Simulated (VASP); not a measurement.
Input of a VASP 6.6.1 run:

Contents of INCAR:

```
SYSTEM = Sc2Al
PREC = Accurate ; ENCUT = 520
EDIFF = 1E-6 ; ISMEAR = 0
SIGMA = 0.15 ; LREAL = .False.
LASPH = .True. ; NELM = 80
ALGO = Fast ; ISIF = 2
LWAVE = .False. ; LCHARG = .False.
GGA = PS ; NBANDS = 34
```

Contents of KPOINTS:

```
Automatic mesh
0
Gamma
  12 12 8
  0 0 0
```

File POSCAR:

```
Sc2Al
1.0
    4.7296264979      0.0000000000      0.0000000000
   -2.3648132490      4.0959766976      0.0000000000
    0.0000000000      0.0000000000      5.9333150372
Sc Al
4 2
Direct
    0.0000000000      0.0000000000      0.0000000000
    0.0000000000      0.0000000000      0.5000000000
    0.3333333333      0.6666666667      0.7500000000
    0.6666666667      0.3333333333      0.2500000000
    0.3333333333      0.6666666667      0.2500000000
    0.6666666667      0.3333333333      0.7500000000
```

Potentials or basis: VASP PAW PBE potentials, release 64 (Sc_sv, Al).

Launch:

```sh
$ cat potpaw_PBE.64/Sc_sv/POTCAR potpaw_PBE.64/Al/POTCAR > POTCAR
$ mpirun -np 1 vasp_std > vasp.out
```

Task: What does it give for the pressure?

Result: 6.6 GPa.

Task: Estimate the band gap on the k mesh.

Result: Zero (bands 25 and 26 overlap by 0.86 eV).

Stress tensor (GPa, compression positive):
```
6.89 0.00 0.00
0.00 6.89 0.00
0.00 0.00 6.06
```

Caveat: the cell differs from its parent crystal (strain -0.025 along x and y, -0.025 along z); the cell stands under pressure; the PAW data sets were made with another functional, which shifts forces and pressure a little.
